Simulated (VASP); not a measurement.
# CO2 (I-42d) in VASP: single point with PBEsol

Aim: the single point of CO2 with PBEsol.

Everything below comes from runs of VASP 6.6.1. Logs are shortened: lines on timing, memory, paths and dates and some standing lists are left out, and cuts for length are marked.

## 1. The cell of the first run

The structure is tetragonal, space group I-42d (No. 122). The conventional cell has a = 3.949 Å, b = 3.949 Å, c = 6.028 Å, α = 90.00°, β = 90.00°, γ = 90.00°. Within 1.9 Å of C (site symmetry -4) lie 4 O at 1.40 Å. O (site symmetry 2) has 2 C at 1.40 Å within 1.9 Å.

## 2. Single point, PBEsol

INCAR

```
SYSTEM = CO2
PREC = Accurate ; ENCUT = 600
EDIFF = 1E-6 ; ISMEAR = 0
SIGMA = 0.01 ; LREAL = .False.
LASPH = .True. ; NELM = 120
ALGO = Normal ; ISIF = 2
LWAVE = .False. ; LCHARG = .False.
GGA = PS ; NBANDS = 25
GGA_COMPAT = .False.
```

KPOINTS

```
regular mesh
0
Gamma
  8 8 8
  0 0 0
```

POSCAR

```
CO2
1.0
   -1.9747270000      1.9747270000      3.0140580000
    1.9747270000     -1.9747270000      3.0140580000
    1.9747270000      1.9747270000     -3.0140580000
C O
2 4
Direct
    0.7500000000      0.2500000000      0.5000000000
    0.0000000000      0.0000000000      0.0000000000
    0.7097980000      0.1250000000      0.0847980000
    0.3750000000      0.2902020000      0.4152020000
    0.0402020000      0.6250000000      0.9152020000
    0.8750000000      0.9597980000      0.5847980000
```

Potentials or basis: VASP PAW PBE potentials, release 64 (C, O).

The run is started by

```console
$ cat potpaw_PBE.64/C/POTCAR potpaw_PBE.64/O/POTCAR > POTCAR
$ mpirun -np 1 vasp_std > vasp.out
```

OUTCAR:

```text
SYSTEM = CO2
   PREC = Accurate
   ENCUT = 600
   EDIFF = 1E-6
   ISMEAR = 0
   LREAL = .False.
   LASPH = .True.
   NELM = 120
   ISIF = 2
   GGA = PS

 ion  position               nearest neighbor table
   1  0.750  0.250  0.500-   3 1.40   5 1.40   6 1.40   4 1.40
   2  0.000  0.000  0.000-   3 1.40   4 1.40   6 1.40   5 1.40
   3  0.710  0.125  0.085-   1 1.40   2 1.40
   4  0.375  0.290  0.415-   2 1.40   1 1.40
   5  0.040  0.625  0.915-   1 1.40   2 1.40
   6  0.875  0.960  0.585-   1 1.40   2 1.40

  LATTYP: Found a body centered tetragonal cell.
 ALAT       =     3.9494540000
 C/A-ratio  =     1.5263162959

  Lattice vectors:

 A1 = (  -1.9747270000,   1.9747270000,   3.0140580000)
 A2 = (   1.9747270000,  -1.9747270000,   3.0140580000)
 A3 = (   1.9747270000,   1.9747270000,  -3.0140580000)

Analysis of symmetry for initial positions (statically):
=====================================================================
 Subroutine PRICEL returns:
 Original cell was already a primitive cell.

 Routine SETGRP: Setting up the symmetry group for a
 body centered tetragonal supercell.

 Subroutine GETGRP returns: Found  8 space group operations
 (whereof  4 operations were pure point group operations)
 out of a pool of 16 trial point group operations.

The static configuration has the point symmetry S_4 .
 The point group associated with its full space group is D_2d.

Analysis of symmetry for dynamics (positions and initial velocities):
=====================================================================
 Subroutine PRICEL returns:
 Original cell was already a primitive cell.

 Routine SETGRP: Setting up the symmetry group for a
 body centered tetragonal supercell.

 Subroutine GETGRP returns: Found  8 space group operations
 (whereof  4 operations were pure point group operations)
 out of a pool of 16 trial point group operations.

The dynamic configuration has the point symmetry S_4 .
 The point group associated with its full space group is D_2d.

 Subroutine INISYM returns: Found  8 space group operations
 (whereof  4 operations are pure point group operations),
 and found     1 'primitive' translations

----------------------------------------------------------------------------------------

                                     Primitive cell

  volume of cell :      47.0138

[... 98 lines left out ...]
   EDIFFG = 0.1E-04   stopping-criterion for IOM
   NSW    =      0    number of steps for IOM
   IBRION =     -1    ionic relax: 0-MD 1-quasi-New 2-CG
   NFREE  =      0    steps in history (QN), initial steepest desc. (CG)
   ISIF   =      2    stress and relaxation
   ISYM   =      2    0-nonsym 1-usesym 2-fastsym
   POTIM  = 0.5000    time-step for ionic-motion
   TEBEG  =    0.0;   TEEND  =   0.0 temperature during run
   PSTRESS=    0.0 pullay stress
   NELECT =      32.0000    total number of electrons
   NUPDOWN=      -1.0000    fix difference up-down
   EMIN   =  10.00;   EMAX   =-10.00  energy-range for DOS
   EFERMI =   0.00;   METHOD = LEGACY
   ISMEAR =     0;   SIGMA  =   0.01  broadening in eV -4-tet -1-fermi 0-gaus
   EFERMI_NEDOS =   21; number of points for ismear=-14 and -15
   IALGO  =     38    algorithm
   IMIX   =      4    mixing-type and parameters
     AMIX     =   0.40;   BMIX     =  1.00
     AMIX_MAG =   1.60;   BMIX_MAG =  1.00
  volume/ion in A,a.u.               =       7.84        52.88
  Fermi-wavevector in a.u.,A,eV,Ry     =   1.440068  2.721333 28.215694  2.073795
  Thomas-Fermi vector in A             =   2.558853
   LORBIT       =      0    0 simple, 1 ext, 2 COOP (PROOUT), +10 PAW based schemes
   GGA     = PS    functional components
   LHFCALC =     F    Hartree Fock is set to
   AEXX    =    0.0000 exact exchange contribution
   IVDW    =     0    specifies the selected vdW correction
   LEPSILON=     F    determine dielectric tensor
   LRPA    =     F    only Hartree local field effects (RPA)
 non-spin polarized calculation
 Gauss-broadening in eV      SIGMA  =   0.01
  energy-cutoff  :      600.00
  volume of cell :       47.01
 maximum number of plane-waves:      1588
 NGX is ok and might be reduce to    36
   NGX = 17   NGY = 17   NGZ = 17

 number of electron      31.9999994 magnetization

 Free energy of the ion-electron system (eV)
  ---------------------------------------------------
  ext. energy  EPLUGINS =         0.00000000
  ---------------------------------------------------
  free energy    TOTEN  =       -46.11544754 eV

  energy without entropy =      -46.11544754  energy(sigma->0) =      -46.11544754

 E-fermi :   2.1611     XC(G=0): -11.3352

 val. band max:        2.0694954675   @ k =   0.5000  -0.0000   0.0000
 cond. band min:       9.5971787118   @ k =   0.0000   0.0000   0.0000
 fundamental gap:      7.5276832443
 Fermi energy:         2.1611148447

 k-point     1 :       0.0000    0.0000    0.0000
  band No.  band energies     occupation
      1     -21.8699      2.00000
      2     -16.7673      2.00000
      3     -16.7673      2.00000
      4     -16.1526      2.00000
      5     -12.5043      2.00000
      6      -7.5875      2.00000
[... 661 lines left out ...]
     24      16.2099      0.00000
     25      17.0144      0.00000

 [... further k-points ...]

------------------------ aborting loop because EDIFF is reached ----------------------------------------

  FORCE on cell =-STRESS in cart. coord.  units (eV):
  Direction    XX          YY          ZZ          XY          YZ          ZX
  --------------------------------------------------------------------------------------
  -------------------------------------------------------------------------------------
  Total       -1.4220513     -1.4220513     -1.9151837      0.0000000      0.0000000      0.0000000
  in kB      -48.4618654    -48.4618654    -65.2672469      0.0000000      0.0000000      0.0000000
  external PRESSURE =     -54.0636592 kB  Pullay stress =       0.0000000 kB

 VOLUME and BASIS-vectors are now :
 -----------------------------------------------------------------------------
  energy-cutoff  :      600.00
  volume of cell :       47.01
      direct lattice vectors                 reciprocal lattice vectors
    -1.974727000  1.974727000  3.014058000     0.000000000  0.253199556  0.165889309
     1.974727000 -1.974727000  3.014058000     0.253199556  0.000000000  0.165889309
     1.974727000  1.974727000 -3.014058000     0.253199556  0.253199556  0.000000000

 POSITION                                       TOTAL-FORCE (eV/Angst)
 -----------------------------------------------------------------------------------
     -0.00000      1.97473      1.50703        -0.000000     -0.000000      0.000000
      0.00000      0.00000      0.00000        -0.000000     -0.000000      0.000000
     -0.98736      1.32227      2.26054        -0.000000      0.123056     -0.000000
      0.65246      0.98736      0.75351        -0.123056     -0.000000      0.000000
      2.96209      0.65246     -0.75351        -0.000000     -0.123056      0.000000
      1.32227      0.98736      3.76757         0.123056      0.000000     -0.000000
 -----------------------------------------------------------------------------------
    total drift:                                0.000001      0.000001      0.000001

  FREE ENERGIE OF THE ION-ELECTRON SYSTEM (eV)
  ---------------------------------------------------
  free  energy   TOTEN  =       -46.1154475421 eV

  energy  without entropy=      -46.1154475421  energy(sigma->0) =      -46.11544754
```

OSZICAR:

```text
N       E                     dE             d eps       ncg     rms          rms(c)
DAV:   1     0.167600973463E+03    0.16760E+03   -0.20075E+04  2950   0.142E+03
DAV:   2    -0.402353163239E+02   -0.20784E+03   -0.19963E+03  3796   0.312E+02
DAV:   3    -0.488607092939E+02   -0.86254E+01   -0.85706E+01  3960   0.614E+01
DAV:   4    -0.489341251032E+02   -0.73416E-01   -0.73352E-01  3457   0.638E+00
DAV:   5    -0.489348368571E+02   -0.71175E-03   -0.71143E-03  3932   0.607E-01    0.124E+01
DAV:   6    -0.461957764814E+02    0.27391E+01   -0.54560E+00  3685   0.191E+01    0.513E+00
DAV:   7    -0.461468026447E+02    0.48974E-01   -0.64788E-01  3785   0.554E+00    0.284E+00
DAV:   8    -0.461190555682E+02    0.27747E-01   -0.69435E-02  3708   0.240E+00    0.509E-01
DAV:   9    -0.461154289075E+02    0.36267E-02   -0.15500E-02  3902   0.104E+00    0.182E-01
DAV:  10    -0.461154845066E+02   -0.55599E-04   -0.19368E-03  3861   0.326E-01    0.689E-02
DAV:  11    -0.461154421910E+02    0.42316E-04   -0.18728E-04  3645   0.106E-01    0.202E-02
DAV:  12    -0.461154473411E+02   -0.51502E-05   -0.19803E-05  3623   0.323E-02    0.528E-03
DAV:  13    -0.461154475421E+02   -0.20097E-06   -0.23438E-06  3327   0.118E-02
   1 F= -.46115448E+02 E0= -.46115448E+02  d E =-.154601E-40
```

stdout:

```text
POSCAR found type information on POSCAR C O
 POSCAR found :  2 types and       6 ions
 scaLAPACK will be used
 -----------------------------------------------------------------------------
|                                                                             |
|                                                                             |
|     You enforced a specific xc type in the INCAR file but a different       |
|     I HOPE YOU KNOW WHAT YOU ARE DOING!                                     |
|                                                                             |
 -----------------------------------------------------------------------------

 LDA part: xc-table for (Slater+PW92), standard interpolation
 POSCAR, INCAR and KPOINTS ok, starting setup
 FFT: planning ... GRIDC
 FFT: planning ... GRID_SOFT
 FFT: planning ... GRID
 WAVECAR not read
 entering main loop
```

It took 1.8 min on 1 thread of Intel Xeon Platinum 8259CL at 2.50GHz (Skylake/Cascade Lake), shared host; peak memory 0.23 GiB.

Results:

```yaml
Free_energy: -46.1154 eV
Pressure: -5.4 GPa
Largest_force: 0.123 eV/Å
Band_gap_on_the_k_mesh: 7.53 eV (least direct gap 8.00 eV)
```

Forces on the atoms (eV/Å):
```
C    0.000  0.000  0.000
C    0.000  0.000  0.000
O    0.000  0.123  0.000
O   -0.123  0.000  0.000
O    0.000 -0.123  0.000
O    0.123  0.000  0.000
```

Stress tensor (GPa, compression positive):
```
-4.85  0.00  0.00
 0.00 -4.85  0.00
 0.00  0.00 -6.53
```

Caveat: the cell stands under tension; the PAW data sets were made with another functional, which shifts forces and pressure a little. A k mesh can miss the band edges.
